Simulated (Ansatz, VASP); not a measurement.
One calculation of Fe, two programs

File INCAR:

```
SYSTEM = Fe
AGGAC    = 1.0          
AGGAX    = 1.0          
ALDAC    = 0.0          
ALDAX    = 1.0          
ALGO     = Normal         ! electronic algorithm
EDIFF    = 1E-7           ! SCF threshold, eV
ENCUT    = 520            ! plane-wave cutoff, eV
GGA      = B5             ! functional
ISIF     = 2              ! what is computed and relaxed
ISMEAR   = -1             ! smearing method
ISPIN    = 2              ! spin polarisation
LASPH    = .True.         ! aspherical terms in the spheres
LCHARG   = .False.        ! write CHGCAR
LMAXMIX  = 4              ! l up to which the mixer works
LORBIT   = 11             ! projections on sites
LREAL    = .False.        ! projectors in reciprocal space
LWAVE    = .False.        ! write WAVECAR
MAGMOM   = 1.44 -1.095 -0.94 -0.94 ! initial moments
NBANDS   = 28             ! bands
NELM     = 150            ! most SCF steps
PREC     = Accurate       ! precision mode
SIGMA    = 0.05           ! smearing width, eV
```

File KPOINTS:

```
k-points
0
Gamma
  16 16 5
  0 0 0
```

The input POSCAR:

```
Fe
1.0
    2.3821276469      0.0000000000      0.0000000000
   -1.1910638235      2.0629830573      0.0000000000
    0.0000000000      0.0000000000      7.8061143359
Fe
4
Direct
    0.0000000000      0.0000000000      0.0000000000
    0.0000000000      0.0000000000      0.5000000000
    0.3333333333      0.6666666667      0.2500000000
    0.6666666667      0.3333333333      0.7500000000
```

Input for Ansatz:

```yaml
crystal:
  lattice:
    - [2.3821276469, 0.0, 0.0]
    - [-1.1910638235, 2.0629830573, 0.0]
    - [0.0, 0.0, 7.8061143359]
  atoms:
    - { symbol: Fe, position: [0.0, 0.0, 0.0], spin: 1.44 }
    - { symbol: Fe, position: [0.0, 0.0, 0.5], spin: -1.095 }
    - { symbol: Fe, position: [0.3333333333, 0.6666666667, 0.25], spin: -0.94 }
    - { symbol: Fe, position: [0.6666666667, 0.3333333333, 0.75], spin: -0.94 }
hamiltonian:
  xc: blyp
  pseudopotentials:
    kind: paw
    azcp:
      Fe: "pseudopotentials/Fe.paw.azcp"
basis:
  ecutwfc: 420
  fft_grid_basis: typed
kpoints:
  mp_grid: { grid: [16, 16, 5], shift: [0, 0, 0] }
magnetization:
  spin_polarized: true
scf:
  occupations: { method: fermi_dirac, width: 0.05 }
  lower_state_search: "off"
output:
  stress: true
```

Alike in both runs: task single point; functional BLYP; k mesh 16 × 16 × 5; occupations fermi-dirac, width 0.05 eV; collinear spin.

|  | VASP | Ansatz |
| --- | --- | --- |
| version | VASP 6.6.1 | Ansatz 0.2.0 |
| potentials or method | VASP PAW PBE potentials, release 64 (Fe), cutoff 520 eV | plane waves (420 eV) with PAW, scalar-relativistic |
| valence electrons in the cell | 32 | 64 |

|  | VASP | Ansatz | Ansatz less VASP |
| --- | --- | --- | --- |
| net moment per atom (μB) | 0.10 | 0.11 | +0.012 |
| size of the moment on the site where the two differ most (μB) | 0.22 | 0.24 | +0.023 |

VASP's potentials were made for PBE, not for BLYP. Site moments also hang on the region over which each program counts them. The functional is the same, so the differences come from potentials, cutoffs and numerics. VASP's potentials hold 32 valence electrons a cell and Ansatz's 64, so a difference there can come from the potentials and not from the codes.
